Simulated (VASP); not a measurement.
# SiNi3 (Pm-3m) in VASP: notebook

Runs on SiNi3. Level: PBE. Tasks: single point.

All numbers are computed with VASP 6.6.1; they aren't measurements. Logs are shortened: lines on timing, memory, paths and dates and some standing lists are left out, and cuts for length are marked.

### Step 1. The cell of the first run

The structure is cubic, space group Pm-3m (No. 221). The conventional cell has a = 3.542 Å, b = 3.542 Å, c = 3.542 Å, α = 90.00°, β = 90.00°, γ = 90.00°. Ni (site symmetry 4/mmm) has 8 Ni at 2.50 Å and 4 Si at 2.50 Å within 3.3 Å. Si (site symmetry m-3m) has 12 Ni at 2.50 Å within 3.3 Å.

### Step 2. Single point, PBE, collinear spin, zero start

File INCAR:

```
SYSTEM = SiNi3
ALGO = Normal
EDIFF = 1E-6
ENCUT = 600
GGA = PE
GGA_COMPAT = .False.
ISIF = 2
ISMEAR = -1
ISPIN = 2
LASPH = .True.
LCHARG = .True.
LELF = .True.
LMAXMIX = 4
LORBIT = 11
LREAL = .False.
LVHAR = .True.
LWAVE = .False.
MAGMOM = 0 0 0 0
NBANDS = 29
NELM = 200
NUPDOWN = 0.0
PREC = Accurate
SIGMA = 0.05
```

File KPOINTS:

```
k-points
0
Gamma
  8 8 8
  0 0 0
```

File POSCAR:

```
SiNi3
1.0
    3.5420000000      0.0000000000      0.0000000000
    0.0000000000      3.5420000000      0.0000000000
    0.0000000000      0.0000000000      3.5420000000
Ni Si
3 1
Direct
    0.5000000000      0.5000000000      0.0000000000
    0.5000000000      0.0000000000      0.5000000000
    0.0000000000      0.5000000000      0.5000000000
    0.0000000000      0.0000000000      0.0000000000
```

Potentials or basis: VASP PAW PBE potentials, release 64 (Ni, Si).

Run with:

```
$ cat potpaw_PBE.64/Ni/POTCAR potpaw_PBE.64/Si/POTCAR > POTCAR
$ mpirun -np 1 vasp_std > vasp.out
```

OUTCAR:

```text
SYSTEM = SiNi3
   EDIFF = 1E-6
   ENCUT = 600
   GGA = PE
   ISIF = 2
   ISMEAR = -1
   ISPIN = 2
   LASPH = .True.
   LORBIT = 11
   LREAL = .False.
   NELM = 200
   NUPDOWN = 0.0
   PREC = Accurate

 ion  position               nearest neighbor table
   1  0.500  0.500  0.000-   2 2.50   3 2.50   4 2.50   2 2.50   3 2.50   2 2.50   4 2.50   2 2.50
                             3 2.50   4 2.50   3 2.50   4 2.50
   2  0.500  0.000  0.500-   1 2.50   3 2.50   4 2.50   1 2.50   4 2.50   1 2.50   3 2.50   1 2.50
                             3 2.50   4 2.50   4 2.50   3 2.50
   3  0.000  0.500  0.500-   1 2.50   2 2.50   4 2.50   1 2.50   4 2.50   2 2.50   4 2.50   4 2.50
                             1 2.50   2 2.50   1 2.50   2 2.50
   4  0.000  0.000  0.000-   1 2.50   2 2.50   3 2.50   2 2.50   3 2.50   1 2.50   3 2.50   3 2.50
                             1 2.50   2 2.50   2 2.50   1 2.50

  LATTYP: Found a simple cubic cell.
 ALAT       =     3.5420000000

  Lattice vectors:

 A1 = (   3.5420000000,   0.0000000000,   0.0000000000)
 A2 = (   0.0000000000,   3.5420000000,   0.0000000000)
 A3 = (   0.0000000000,   0.0000000000,   3.5420000000)

Analysis of symmetry for initial positions (statically):
=====================================================================
 Subroutine PRICEL returns:
 Original cell was already a primitive cell.

 Routine SETGRP: Setting up the symmetry group for a
 simple cubic supercell.

 Subroutine GETGRP returns: Found 48 space group operations
 (whereof 48 operations were pure point group operations)
 out of a pool of 48 trial point group operations.

The static configuration has the point symmetry O_h .

Analysis of symmetry for dynamics (positions and initial velocities):
=====================================================================
 Subroutine PRICEL returns:
 Original cell was already a primitive cell.

 Routine SETGRP: Setting up the symmetry group for a
 simple cubic supercell.

 Subroutine GETGRP returns: Found 48 space group operations
 (whereof 48 operations were pure point group operations)
 out of a pool of 48 trial point group operations.

The dynamic configuration has the point symmetry O_h .

Analysis of structural, dynamic, and magnetic symmetry:
=====================================================================
 Subroutine PRICEL returns:
 Original cell was already a primitive cell.

 Routine SETGRP: Setting up the symmetry group for a
 simple cubic supercell.

 Subroutine GETGRP returns: Found 48 space group operations
[... 129 lines left out ...]
  Fermi-wavevector in a.u.,A,eV,Ry     =   1.497336  2.829555 30.504465  2.242015
  Thomas-Fermi vector in A             =   2.609237
   LORBIT       =     11    0 simple, 1 ext, 2 COOP (PROOUT), +10 PAW based schemes
   GGA     = PE    functional components
   LHFCALC =     F    Hartree Fock is set to
   AEXX    =    0.0000 exact exchange contribution
   IVDW    =     0    specifies the selected vdW correction
   LEPSILON=     F    determine dielectric tensor
   LRPA    =     F    only Hartree local field effects (RPA)
 spin polarized calculation
  energy-cutoff  :      600.00
  volume of cell :       44.44
 maximum number of plane-waves:      1503
   NGX = 15   NGY = 15   NGZ = 15

 number of electron      33.9999988 magnetization      -0.0000000

 number of electron      33.9999988 magnetization       0.0000000

 Free energy of the ion-electron system (eV)
  ---------------------------------------------------
  ext. energy  EPLUGINS =         0.00000000
  ---------------------------------------------------
  free energy    TOTEN  =       -23.66168772 eV

  energy without entropy =      -23.64304284  energy(sigma->0) =      -23.65236528

 E-fermi :  10.2055     XC(G=0): -12.9307

 val. band max:       10.1426545629   @ k =   0.1250   0.1250   0.0000
 cond. band min:      10.2139286327   @ k =   0.5000   0.3750   0.3750
 fundamental gap:      0.0712740698
 Fermi energy:        10.2055164560

 spin component 1

 k-point     1 :       0.0000    0.0000    0.0000
  band No.  band energies     occupation
      1      -1.4823      1.00000
      2       5.5236      1.00000
      3       6.3340      1.00000
      4       6.3340      1.00000
      5       6.8302      1.00000
      6       6.8302      1.00000
[... 757 lines left out ...]
     28      24.8310      0.00000
     29      26.9407      0.00000

 [... further k-points ...]

 spin component 2

 k-point     1 :       0.0000    0.0000    0.0000
  band No.  band energies     occupation
      1      -1.4823      1.00000
      2       5.5236      1.00000
      3       6.3340      1.00000
      4       6.3340      1.00000
      5       6.8302      1.00000
      6       6.8302      1.00000
[... 757 lines left out ...]
     28      24.8310      0.00000
     29      26.9402      0.00000

 [... further k-points ...]
[... 5 lines left out ...]
  --------------------------------------------------------------------------------------
  -------------------------------------------------------------------------------------
  Total       -1.6605706     -1.6605706     -1.6605706      0.0000000     -0.0000000      0.0000000
  in kB      -59.8717928    -59.8717928    -59.8717928      0.0000000     -0.0000000      0.0000000
  external PRESSURE =     -59.8717928 kB  Pullay stress =       0.0000000 kB

 VOLUME and BASIS-vectors are now :
 -----------------------------------------------------------------------------
  energy-cutoff  :      600.00
  volume of cell :       44.44
      direct lattice vectors                 reciprocal lattice vectors
     3.542000000  0.000000000  0.000000000     0.282326369  0.000000000  0.000000000
     0.000000000  3.542000000  0.000000000     0.000000000  0.282326369  0.000000000
     0.000000000  0.000000000  3.542000000     0.000000000  0.000000000  0.282326369

 POSITION                                       TOTAL-FORCE (eV/Angst)
 -----------------------------------------------------------------------------------
      1.77100      1.77100      0.00000         0.000000      0.000000      0.000000
      1.77100      0.00000      1.77100         0.000000      0.000000      0.000000
      0.00000      1.77100      1.77100         0.000000      0.000000      0.000000
      0.00000      0.00000      0.00000         0.000000      0.000000      0.000000
 -----------------------------------------------------------------------------------
    total drift:                                0.000000      0.000000      0.000000

  FREE ENERGIE OF THE ION-ELECTRON SYSTEM (eV)
  ---------------------------------------------------
  free  energy   TOTEN  =       -23.6616877215 eV

  energy  without entropy=      -23.6430428445  energy(sigma->0) =      -23.65236528

 total charge

# of ion       s       p       d       tot
------------------------------------------
    1        0.471   0.539   8.394   9.404
    2        0.471   0.539   8.394   9.404
    3        0.471   0.539   8.394   9.404
    4        0.730   0.804   0.000   1.534
--------------------------------------------------
tot          2.142   2.420  25.183  29.746

 magnetization (x)

# of ion       s       p       d       tot
------------------------------------------
    1        0.000  -0.000   0.000   0.000
    2        0.000  -0.000   0.000   0.000
    3        0.000  -0.000   0.000   0.000
    4       -0.000  -0.000   0.000  -0.000
--------------------------------------------------
tot          0.000  -0.000   0.000   0.000
```

OSZICAR:

```text
N       E                     dE             d eps       ncg     rms          rms(c)
DAV:   1     0.220847521068E+03    0.22085E+03   -0.16374E+04  4132   0.173E+03
DAV:   2    -0.116030487441E+02   -0.23245E+03   -0.21610E+03  4065   0.321E+02
DAV:   3    -0.270394311078E+02   -0.15436E+02   -0.14430E+02  4590   0.979E+01
DAV:   4    -0.273363315738E+02   -0.29690E+00   -0.29607E+00  4562   0.130E+01
DAV:   5    -0.273444618407E+02   -0.81303E-02   -0.81295E-02  4906   0.190E+00    0.190E+01
DAV:   6    -0.275080913750E+02   -0.16363E+00   -0.24886E+01  4890   0.895E+01    0.178E+01
DAV:   7    -0.237453808869E+02    0.37627E+01   -0.95886E+00  4963   0.504E+01    0.360E+00
DAV:   8    -0.236737752107E+02    0.71606E-01   -0.22208E-01  5091   0.381E+00    0.115E+00
DAV:   9    -0.236630475475E+02    0.10728E-01   -0.99298E-03  6127   0.109E+00    0.390E-01
DAV:  10    -0.236616973450E+02    0.13502E-02   -0.11076E-03  4912   0.276E-01    0.107E-01
DAV:  11    -0.236617045462E+02   -0.72012E-05   -0.13357E-04  5102   0.102E-01    0.485E-02
DAV:  12    -0.236616931803E+02    0.11366E-04   -0.12624E-05  4535   0.346E-02    0.170E-02
DAV:  13    -0.236616892099E+02    0.39704E-05   -0.15190E-06  4519   0.162E-02    0.613E-03
DAV:  14    -0.236616879868E+02    0.12231E-05   -0.56817E-07  2623   0.585E-03    0.163E-03
DAV:  15    -0.236616877215E+02    0.26533E-06   -0.13945E-07  2380   0.317E-03
   1 F= -.23661688E+02 E0= -.23652365E+02  d E =-.186449E-01  mag=    -0.0000
```

Run time: 43 s. Hardware: 1 thread of Intel Xeon 6975P-C (Granite Rapids), shared host; peak memory 0.22 GiB.

Results:

| Property | Result |
| --- | --- |
| Free energy | -23.6617 eV |
| Pressure | -6.0 GPa |
| Net moment | 0.00 μB per cell |
| Valence electrons inside the program's atomic spheres | Ni 9.40; Si 1.53 |

Caveat: the total moment is fixed, so each spin has its own Fermi level.

### Step 3. Single point, PBE, collinear spin, ferromagnetic start

File INCAR:

```
SYSTEM = SiNi3
  ALGO = Normal
  EDIFF = 1E-6
  ENCUT = 600
  GGA = PE
  GGA_COMPAT = .FALSE.
  ISIF = 2
  ISMEAR = -1
  ISPIN = 2
  LASPH = .TRUE.
  LCHARG = .FALSE.
  LMAXMIX = 4
  LORBIT = 11
  LREAL = .FALSE.
  LWAVE = .FALSE.
  MAGMOM = 0.5 0.5 0.5 0
  NBANDS = 29
  NELM = 200
  NUPDOWN = 1.5
  PREC = Accurate
  SIGMA = 0.05
```

File KPOINTS:

```
k-points
0
G
  8 8 8
  0 0 0
```

POSCAR is that of step 2.

Potentials or basis: VASP PAW PBE potentials, release 64 (Ni, Si).

Run with:

```
$ cat potpaw_PBE.64/Ni/POTCAR potpaw_PBE.64/Si/POTCAR > POTCAR
$ mpirun -np 1 vasp_std > vasp.out
```

Run time: 52 s. Hardware: 1 thread of Intel Xeon 6975P-C (Granite Rapids), shared host; peak memory 0.21 GiB.

It converged, with:

```yaml
Free_energy: -23.3633 eV
Pressure: -3.6 GPa
Net_moment: 1.50 μB per cell
Site_moments: Ni +0.49; Si +0.02 μB
Valence_electrons_inside_the_program's_atomic_spheres: Ni 9.39; Si 1.55
```

Caveat: the total moment is fixed, so each spin has its own Fermi level.

### Step 4. Single point, PBE, collinear spin, ferromagnetic start

File INCAR:

```
ALGO = Normal
EDIFF = 1E-6
ENCUT = 600
GGA = PE
GGA_COMPAT = False
ISIF = 2
ISMEAR = -1
ISPIN = 2
LASPH = True
LCHARG = True
LELF = True
LMAXMIX = 4
LORBIT = 11
LREAL = False
LVHAR = True
LWAVE = False
MAGMOM = 1 1 1 0
NBANDS = 29
NELM = 200
NUPDOWN = 3.0
PREC = Accurate
SIGMA = 0.05
```

File KPOINTS:

```
k-points
0
Gamma
  8 8 8
```

POSCAR is that of step 3.

Potentials or basis: VASP PAW PBE potentials, release 64 (Ni, Si).

Run with:

```
$ cat potpaw_PBE.64/Ni/POTCAR potpaw_PBE.64/Si/POTCAR > POTCAR
$ mpirun -np 1 vasp_std > vasp.out
```

OUTCAR:

```text
EDIFF = 1E-6
   ENCUT = 600
   GGA = PE
   ISIF = 2
   ISMEAR = -1
   ISPIN = 2
   LASPH = True
   LORBIT = 11
   LREAL = False
   NELM = 200
   NUPDOWN = 3.0
   PREC = Accurate

 ion  position               nearest neighbor table
   1  0.500  0.500  0.000-   2 2.50   3 2.50   4 2.50   2 2.50   3 2.50   2 2.50   4 2.50   2 2.50
                             3 2.50   4 2.50   3 2.50   4 2.50
   2  0.500  0.000  0.500-   1 2.50   3 2.50   4 2.50   1 2.50   4 2.50   1 2.50   3 2.50   1 2.50
                             3 2.50   4 2.50   4 2.50   3 2.50
   3  0.000  0.500  0.500-   1 2.50   2 2.50   4 2.50   1 2.50   4 2.50   2 2.50   4 2.50   4 2.50
[... 1771 lines left out ...]
     0.000000000  3.542000000  0.000000000     0.000000000  0.282326369  0.000000000
     0.000000000  0.000000000  3.542000000     0.000000000  0.000000000  0.282326369

 POSITION                                       TOTAL-FORCE (eV/Angst)
 -----------------------------------------------------------------------------------
      1.77100      1.77100      0.00000         0.000000      0.000000      0.000000
      1.77100      0.00000      1.77100         0.000000      0.000000      0.000000
      0.00000      1.77100      1.77100         0.000000      0.000000      0.000000
      0.00000      0.00000      0.00000         0.000000      0.000000      0.000000
 -----------------------------------------------------------------------------------
    total drift:                                0.000000      0.000000      0.000000

  FREE ENERGIE OF THE ION-ELECTRON SYSTEM (eV)
  ---------------------------------------------------
  free  energy   TOTEN  =       -22.4845896138 eV

  energy  without entropy=      -22.4513448208  energy(sigma->0) =      -22.46796722

 total charge

# of ion       s       p       d       tot
------------------------------------------
    1        0.482   0.566   8.322   9.370
    2        0.482   0.566   8.322   9.370
    3        0.482   0.566   8.322   9.370
    4        0.720   0.858   0.000   1.578
--------------------------------------------------
tot          2.165   2.555  24.967  29.688

 magnetization (x)

# of ion       s       p       d       tot
------------------------------------------
    1        0.009   0.038   0.851   0.898
    2        0.009   0.038   0.851   0.898
    3        0.009   0.038   0.851   0.898
    4        0.033   0.106   0.000   0.139
--------------------------------------------------
tot          0.059   0.221   2.552   2.832
```

It took 48 s on 1 thread of Intel Xeon 6975P-C (Granite Rapids), shared host; peak memory 0.22 GiB.

What came out:

- Free energy: -22.4846 eV
- Pressure: 2.0 GPa
- Net moment: 3.00 μB per cell
- Site moments: Ni +0.90; Si +0.14 μB
- Valence electrons inside the program's atomic spheres: Ni 9.37; Si 1.58

Caveat: the total moment is fixed, so each spin has its own Fermi level.

### Step 5. Single point, PBE, collinear spin, ferromagnetic start

File INCAR:

```
PREC = Accurate
ENCUT = 600
EDIFF = 1E-6
ISMEAR = -1
SIGMA = 0.05
LREAL = False
LASPH = True
NELM = 200
ALGO = Normal
ISIF = 2
LWAVE = False
LCHARG = False
ISPIN = 2
MAGMOM = 1.2 1.2 1.2 0
LORBIT = 11
NUPDOWN = 3.6
LMAXMIX = 4
GGA = PE
NBANDS = 29
GGA_COMPAT = False
```

File KPOINTS:

```
Automatic mesh
0
Gamma
  8 8 8
```

POSCAR is that of step 4.

Run with:

```
$ cat potpaw_PBE.64/Ni/POTCAR potpaw_PBE.64/Si/POTCAR > POTCAR
$ mpirun -np 1 vasp_std > vasp.out
```

Run time: 56 s. Hardware: 1 thread of Intel Xeon 6975P-C (Granite Rapids), shared host; peak memory 0.22 GiB.

It converged, with:

* Free energy: -21.8591 eV
* Pressure: 5.2 GPa
* Net moment: 3.60 μB per cell
* Site moments: Ni +1.04; Si +0.20 μB
* Valence electrons inside the program's atomic spheres: Ni 9.36; Si 1.59

Caveat: the total moment is fixed, so each spin has its own Fermi level.

### Step 6. The runs side by side

```tsv
spin	fixed moment (μB)	pressure (GPa)	moment (μB)
collinear, zero start	0.0	-6.0	0.00
collinear, ferromagnetic start	1.5	-3.6	1.50
collinear, ferromagnetic start	3.0	2.0	3.00
collinear, ferromagnetic start	3.6	5.2	3.60
```

Alike in all rows: task single point; level PBE; potentials or basis VASP PAW PBE potentials, release 64 (Ni, Si); cell as given; k mesh 8 × 8 × 8; cutoff (eV) 600; smearing fermi-dirac 0.05 eV.

Caveats: the total moment is fixed, so each spin has its own Fermi level.

Absolute energies hang on the potentials; compare differences alone.
